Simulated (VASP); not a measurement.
Here is a VASP 6.6.1 calculation.

File INCAR:

```
SYSTEM = Si2Ge
PREC = Accurate
ENCUT = 600
EDIFF = 1E-6
ISMEAR = 0
SIGMA = 0.1
LREAL = .False.
LASPH = .True.
NELM = 100
ALGO = Normal
ISIF = 3
LWAVE = .False.
LCHARG = .False.
GGA = PE
IBRION = 2
NSW = 90
EDIFFG = -0.04
```

KPOINTS

```
Automatic mesh
0
Gamma
  4 4 4
  0 0 0
```

File POSCAR:

```
Si2Ge
1.0
    4.9112324400      0.0000000000      0.0000000000
    0.0000000000      4.9112324400      0.0000000000
    0.0000000000      0.0000000000      4.8967278400
Si Ge
4 2
Direct
    0.1548886100      0.3451113900      0.2500000000
    0.8451113900      0.6548886100      0.2500000000
    0.3451113900      0.8451113900      0.7500000000
    0.6548886100      0.1548886100      0.7500000000
    0.5000000000      0.5000000000      0.0000000000
    0.0000000000      0.0000000000      0.5000000000
```

Potentials or basis: VASP PAW PBE potentials, release 64 (Si, Ge_d).

Launch:

```sh
$ cat potpaw_PBE.64/Si/POTCAR potpaw_PBE.64/Ge_d/POTCAR > POTCAR
$ mpirun -np 1 vasp_std > vasp.out
```

(1) Estimate the relaxed volume.

(2) Estimate the band gap on the k mesh.

(3) What does it give for the space group after relaxing (to 0.05 Å)?

## Answers

(1) 18.41 Å³/atom.

(2) zero (band 22 reaches 10.20 eV, above the bottom of band 23 at 5.64 eV).

(3) P-4n2 (No. 118).
